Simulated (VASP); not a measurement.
Ti3Al, 4 atoms in the cell. Symmetry: P-6m2, No. 187, hexagonal system. The conventional cell has a = 2.725 Å, b = 2.725 Å, c = 10.317 Å, α = 90.00°, β = 90.00°, γ = 120.00°. Within 3.6 Å of Ti (site symmetry -6m2) lie 12 Ti at 2.73 to 3.01 Å. Within 3.6 Å of Ti (site symmetry 3m) lie 9 Ti at 2.73 to 3.01 Å and 3 Al at 3.03 Å. Within 3.6 Å of Al (site symmetry -6m2) lie 6 Al at 2.73 Å and 6 Ti at 3.03 Å. 

* Program: VASP 6.6.1
* Task: single point
* Functional: PBEsol
* Potentials or basis: VASP PAW PBE potentials, release 64 (Ti_sv, Al)
* Cutoff: 520 eV
* k mesh: 18 × 18 × 6
* Occupations: gaussian, width 0.15 eV
* Spin: no spin polarisation
* Dipole correction: no
* Further INCAR settings: ALGO = Fast; EDIFF = 1e-07; NBANDS = 28

Potentials or basis: VASP PAW PBE potentials, release 64 (Ti_sv, Al).

Command:

```bash
$ cat potpaw_PBE.64/Ti_sv/POTCAR potpaw_PBE.64/Al/POTCAR > POTCAR
$ mpirun -np 1 vasp_std > vasp.out
```

Hardware: 1 thread of AMD EPYC 9R45 (Zen 5), on a shared host.

Task: How long does it take, and how much memory?

Result: It took 15 min on 1 thread of AMD EPYC 9R45 (Zen 5), with other jobs on the host, peak memory 0.3 GiB. Counts: scf iterations 49, k points 148.
